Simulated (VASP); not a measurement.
Set up this calculation in VASP 6.6.1, as the native input.

- Task: single point
- Functional: PBE
- Potentials or basis: VASP PAW PBE potentials, release 64 (Ti_sv, C)
- Cutoff: 520 eV
- k mesh: 15 × 15 × 14
- Occupations: fermi-dirac, width 0.05 eV
- Spin: no spin polarisation
- Dipole correction: no
- Further INCAR settings: ALGO = Normal; EDIFF = 1e-06; NBANDS = 15

The structure of TiC (WC type) lies in POSCAR:

```
TiC
1.0
    3.0423433870      0.0000000000      0.0000000000
   -1.5211716935      2.6347466602      0.0000000000
    0.0000000000      0.0000000000      2.6972023991
Ti C
1 1
Direct
    0.0000000000      0.0000000000      0.0000000000
    0.3333333333      0.6666666667      0.5000000000
```

The input as run:

INCAR

```
PREC = Accurate
ENCUT = 520
EDIFF = 1E-6
ISMEAR = -1
SIGMA = 0.05
LREAL = False
LASPH = True
NELM = 60
ALGO = Normal
ISIF = 2
LWAVE = False
LCHARG = False
GGA = PE
NBANDS = 15
```

KPOINTS

```
regular mesh
0
Gamma
  15 15 14
```

Potentials or basis: VASP PAW PBE potentials, release 64 (Ti_sv, C).

Launch:

```sh
$ cat potpaw_PBE.64/Ti_sv/POTCAR potpaw_PBE.64/C/POTCAR > POTCAR
$ mpirun -np 1 vasp_std > vasp.out
```

It gave:

```json
{"Pressure": "0.1 GPa", "Band gap on the k mesh": "zero (band 8 reaches 8.69 eV, above the bottom of band 9 at 8.56 eV)"}
```

Wall time 36 s on 1 thread of Intel(R) Xeon(R) 6975P-C (Granite Rapids) (shared host), peak memory 0.19 GiB.
